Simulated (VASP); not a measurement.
# Ru5Rh in VASP: single point with LDA

Aim: the single point of Ru5Rh with LDA.

Everything below comes from runs of VASP 6.6.1. Logs are shortened: lines on timing, memory, paths and dates and some standing lists are left out, and cuts for length are marked.

## (1) The cell of the first run

The cell holds a slab with vacuum, 6 atoms: a = 2.675 Å, b = 4.224 Å, c = 21.406 Å, α = 90.00°, β = 90.00°, γ = 90.00°.

## (2) Single point, LDA

INCAR

```
PREC = Accurate ; ENCUT = 520
EDIFF = 1E-7 ; ISMEAR = -1
SIGMA = 0.1 ; LREAL = F
LASPH = T ; NELM = 100
ALGO = Normal ; ISIF = 2
LWAVE = F ; LCHARG = F
LDIPOL = T ; IDIPOL = 3
DIPOL = 0.5 0.5 0.500 ; NBANDS = 52
```

KPOINTS

```
regular mesh
0
Gamma
  14 9 1
```

POSCAR

```
Ru5Rh
1.0
    2.6752164044      0.0000000000      0.0000000000
    0.0000000000      4.2244496844      0.0000000000
    0.0000000000      0.0000000000     21.4059000000
Ru Rh
5 1
Direct
    0.7500000000      0.7500000000      0.3798228800
    0.2500000000      0.2500000000      0.4094009660
    0.7500000000      0.2500000000      0.5169516878
    0.7500000000      0.7500000000      0.5905990341
    0.2500000000      0.2500000000      0.6201771202
    0.2500000000      0.7500000000      0.4830483120
```

Potentials or basis: VASP PAW LDA potentials, release 64 (Ru_pv, Rh_pv).

Command:

```
> cat potpaw_LDA.64/Ru_pv/POTCAR potpaw_LDA.64/Rh_pv/POTCAR > POTCAR
> mpirun -np 1 vasp_std > vasp.out
```

OUTCAR:

```text
PREC = Accurate
   ENCUT = 520
   EDIFF = 1E-7
   ISMEAR = -1
   LREAL = F
   LASPH = T
   NELM = 100
   ISIF = 2

 ion  position               nearest neighbor table
   1  0.750  0.750  0.380-   2 2.58   2 2.58   2 2.58   2 2.58   6 2.58   6 2.58
   2  0.250  0.250  0.409-   1 2.58   1 2.58   1 2.58   1 2.58   6 2.64   6 2.64   3 2.66   3 2.66

   3  0.750  0.250  0.517-   5 2.58   5 2.58   6 2.60   6 2.60   6 2.60   6 2.60   4 2.64   4 2.64
                             2 2.66   2 2.66
   4  0.750  0.750  0.591-   5 2.58   5 2.58   5 2.58   5 2.58   3 2.64   3 2.64   6 2.66   6 2.66

   5  0.250  0.250  0.620-   4 2.58   4 2.58   4 2.58   4 2.58   3 2.58   3 2.58
   6  0.250  0.750  0.483-   1 2.58   1 2.58   3 2.60   3 2.60   3 2.60   3 2.60   2 2.64   2 2.64
                             4 2.66   4 2.66

  LATTYP: Found a simple orthorhombic cell.
 ALAT       =     2.6752164044
 B/A-ratio  =     1.5791057791
 C/A-ratio  =     8.0015582907

  Lattice vectors:

 A1 = (   2.6752164044,   0.0000000000,   0.0000000000)
 A2 = (   0.0000000000,   4.2244496844,   0.0000000000)
 A3 = (   0.0000000000,   0.0000000000,  21.4059000000)

Analysis of symmetry for initial positions (statically):
=====================================================================
 Subroutine PRICEL returns:
 Original cell was already a primitive cell.

 Routine SETGRP: Setting up the symmetry group for a
 simple orthorhombic supercell.

 Subroutine GETGRP returns: Found  4 space group operations
 (whereof  1 operations were pure point group operations)
 out of a pool of  8 trial point group operations.

The static configuration has the point symmetry C_1 .
 The point group associated with its full space group is C_2v.

Analysis of symmetry for dynamics (positions and initial velocities):
=====================================================================
 Subroutine PRICEL returns:
 Original cell was already a primitive cell.

 Routine SETGRP: Setting up the symmetry group for a
 simple orthorhombic supercell.

 Subroutine GETGRP returns: Found  4 space group operations
 (whereof  1 operations were pure point group operations)
 out of a pool of  8 trial point group operations.

The dynamic configuration has the point symmetry C_1 .
 The point group associated with its full space group is C_2v.

 Subroutine INISYM returns: Found  4 space group operations
 (whereof  1 operations are pure point group operations),
 and found     1 'primitive' translations

----------------------------------------------------------------------------------------
[... 113 lines left out ...]
   NUPDOWN=      -1.0000    fix difference up-down
   EMIN   =  10.00;   EMAX   =-10.00  energy-range for DOS
   EFERMI =   0.00;   METHOD = LEGACY
   ISMEAR =    -1;   SIGMA  =   0.10  broadening in eV -4-tet -1-fermi 0-gaus
   EFERMI_NEDOS =   21; number of points for ismear=-14 and -15
   IALGO  =     38    algorithm
   IMIX   =      4    mixing-type and parameters
     AMIX     =   0.40;   BMIX     =  1.00
     AMIX_MAG =   1.60;   BMIX_MAG =  1.00
  volume/ion in A,a.u.               =      40.32       272.09
  Fermi-wavevector in a.u.,A,eV,Ry     =   1.155208  2.183027 18.157058  1.334506
  Thomas-Fermi vector in A             =   2.291839
   LORBIT       =      0    0 simple, 1 ext, 2 COOP (PROOUT), +10 PAW based schemes
   GGA     = CA    functional components
   LHFCALC =     F    Hartree Fock is set to
   AEXX    =    0.0000 exact exchange contribution
   IVDW    =     0    specifies the selected vdW correction
   LEPSILON=     F    determine dielectric tensor
   LRPA    =     F    only Hartree local field effects (RPA)
 non-spin polarized calculation
  energy-cutoff  :      520.00
  volume of cell :      241.91
 maximum number of plane-waves:      6564
 NGX is ok and might be reduce to    20
   NGX =  9   NGY = 15   NGZ = 79

 dipolmoment           0.000000      0.000000      0.001242 electrons x Angstroem

 number of electron      84.9999989 magnetization

 dipolmoment           0.000000      0.000000     -0.004216 electrons x Angstroem

 Free energy of the ion-electron system (eV)
  ---------------------------------------------------
  ext. energy  EPLUGINS =         0.00000000
  ---------------------------------------------------
  free energy    TOTEN  =       -57.18154881 eV

  energy without entropy =      -56.91971416  energy(sigma->0) =      -57.05063149

 E-fermi :   0.8123     XC(G=0):  -5.7197

 val. band max:        0.7953576268   @ k =   0.1429   0.3333   0.0000
 cond. band min:       0.8149724467   @ k =   0.0000   0.1111   0.0000
 fundamental gap:      0.0196148199
 Fermi energy:         0.8123206351

 k-point     1 :       0.0000    0.0000    0.0000
  band No.  band energies     occupation
      1     -46.2335      2.00000
      2     -46.2146      2.00000
      3     -45.9367      2.00000
      4     -42.5366      2.00000
      5     -42.4610      2.00000
      6     -42.3640      2.00000
[... 1309 lines left out ...]
     51       5.0953      0.00000
     52       5.2242      0.00000

 [... further k-points ...]

------------------------ aborting loop because EDIFF is reached ----------------------------------------

 vacuum level on the upper side and lower side of the slab       (xc-potential included)        -0.101        -0.040

  FORCE on cell =-STRESS in cart. coord.  units (eV):
  Direction    XX          YY          ZZ          XY          YZ          ZX
  --------------------------------------------------------------------------------------
  -------------------------------------------------------------------------------------
  Total       -4.5943154     -1.6922288      1.1030064      0.0000000      0.0000000      0.0000000
  in kB      -30.4276796    -11.2074580      7.3050983      0.0000000      0.0000000      0.0000000
  external PRESSURE =     -11.4433464 kB  Pullay stress =       0.0000000 kB

 VOLUME and BASIS-vectors are now :
 -----------------------------------------------------------------------------
  energy-cutoff  :      520.00
  volume of cell :      241.91
      direct lattice vectors                 reciprocal lattice vectors
     2.675216404  0.000000000  0.000000000     0.373801536  0.000000000  0.000000000
     0.000000000  4.224449684  0.000000000     0.000000000  0.236717223  0.000000000
     0.000000000  0.000000000 21.405900000     0.000000000  0.000000000  0.046716092

 POSITION                                       TOTAL-FORCE (eV/Angst)
 -----------------------------------------------------------------------------------
      2.00641      3.16834      8.13045         0.000000      0.000000     -0.479378
      0.66880      1.05611      8.76360         0.000000      0.000000      0.074562
      2.00641      1.05611     11.06582         0.000000      0.000000     -0.013628
      2.00641      3.16834     12.64230         0.000000      0.000000      0.159600
      0.66880      1.05611     13.27545         0.000000      0.000000     -0.043026
      0.66880      3.16834     10.34008         0.000000      0.000000      0.301869
 -----------------------------------------------------------------------------------
    total drift:                                0.000000      0.000000     -0.000454

  FREE ENERGIE OF THE ION-ELECTRON SYSTEM (eV)
  ---------------------------------------------------
  free  energy   TOTEN  =       -57.1815488138 eV

  energy  without entropy=      -56.9197141599  energy(sigma->0) =      -57.05063149

 vacuum level on the upper side and lower side of the slab         6.006         6.066
```

OSZICAR:

```text
N       E                     dE             d eps       ncg     rms          rms(c)
DAV:   1     0.866198213361E+03    0.86620E+03   -0.53088E+04  5424   0.152E+03
DAV:   2    -0.342178578774E+02   -0.90042E+03   -0.87396E+03  4624   0.456E+02
DAV:   3    -0.603646495801E+02   -0.26147E+02   -0.24924E+02  4912   0.781E+01
[... 22 lines left out ...]
DAV:  26    -0.571815469960E+02   -0.57761E-05   -0.31968E-07  2896   0.107E-03    0.201E-04
DAV:  27    -0.571815480689E+02   -0.10729E-05   -0.44565E-08  2672   0.498E-04    0.123E-04
DAV:  28    -0.571815486453E+02   -0.57647E-06   -0.25225E-08  2536   0.252E-04    0.578E-05
DAV:  29    -0.571815487889E+02   -0.14359E-06   -0.70970E-09  2364   0.140E-04    0.229E-05
DAV:  30    -0.571815488138E+02   -0.24933E-07   -0.17175E-09  2244   0.783E-05
   1 F= -.57181549E+02 E0= -.57050631E+02  d E =-.261835E+00
```

It took 10 min on 1 thread of Intel Xeon Platinum 8375C at 2.90GHz (Ice Lake), shared host; peak memory 0.5 GiB.

Results:

| Quantity | Value |
| --- | --- |
| Free energy | -57.1815 eV |
| Largest force | 0.479 eV/Å |
| Band gap on the k mesh | zero (an odd number of electrons rules out a gap without spin polarisation) |

Forces on the atoms (eV/Å):
```
Ru   0.000  0.000 -0.479
Ru   0.000  0.000  0.075
Ru   0.000  0.000 -0.014
Ru   0.000  0.000  0.160
Ru   0.000  0.000 -0.043
Rh   0.000  0.000  0.302
```
